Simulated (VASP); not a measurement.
The system is Si.

```
Si
1.0
     0.00000    2.62560    2.62560
     2.62560    0.00000    2.62560
     2.62560    2.62560    0.00000
Si
2
Cartesian
  0.0000 0.0000 0.0000
  1.3128 1.3128 1.3128
```

```yaml
Program: VASP 6.6.1
Task: relaxation of cell and atoms
Functional: PBE
Potentials_or_basis: VASP PAW PBE potentials, release 64 (Si)
Cutoff: 500 eV
k_mesh: 4 × 4 × 4
Occupations: fermi-dirac, width 0.1 eV
Spin: no spin polarisation
```

At the start: pressure 14.9 GPa; volume 18.10 Å³/atom.

Where does the relaxation end?

Over 16 steps the energy falls by 102.7 meV/atom and the volume is 20.55 Å³/atom (+13.5 %); space group Fd-3m (No. 227, to 0.1 Å) before and after.

Step by step:
```tsv
step	energy change (eV)	largest force (eV/Å)	pressure (GPa)	volume (Å³)
1	0.0000	0.0000	14.87	36.20
2	-0.0866	0.0000	-7.51	45.74
3	-0.2053	0.0000	-0.11	41.19
4	-0.2053	0.0000	0.11	41.08
5	-0.2053	0.0000	0.11	41.08
6	-0.2053	0.0000	0.11	41.09
7	-0.2053	0.0000	0.11	41.09
8	-0.2053	0.0000	0.11	41.09
9	-0.2053	0.0000	0.11	41.09
10	-0.2053	0.0000	0.11	41.09
11	-0.2053	0.0000	0.11	41.09
12	-0.2053	0.0000	0.11	41.09
13	-0.2053	0.0000	0.10	41.09
14	-0.2053	0.0000	0.10	41.09
15	-0.2053	0.0000	0.09	41.09
16	-0.2053	0.0000	0.07	41.10
```

Final structure:
```cif
data_structure
_symmetry_space_group_name_H-M 'P 1'
_symmetry_Int_Tables_number 1
_cell_length_a 3.8737
_cell_length_b 3.8737
_cell_length_c 3.8737
_cell_angle_alpha 60.000
_cell_angle_beta 60.000
_cell_angle_gamma 60.000
_cell_volume 41.10
loop_
_atom_site_label
_atom_site_type_symbol
_atom_site_fract_x
_atom_site_fract_y
_atom_site_fract_z
_atom_site_occupancy
Si1 Si 0.00000 0.00000 0.00000 1
Si2 Si 0.25000 0.25000 0.25000 1
```

Caveat: the k points lie up to 0.50 Å⁻¹ apart in the final cell.
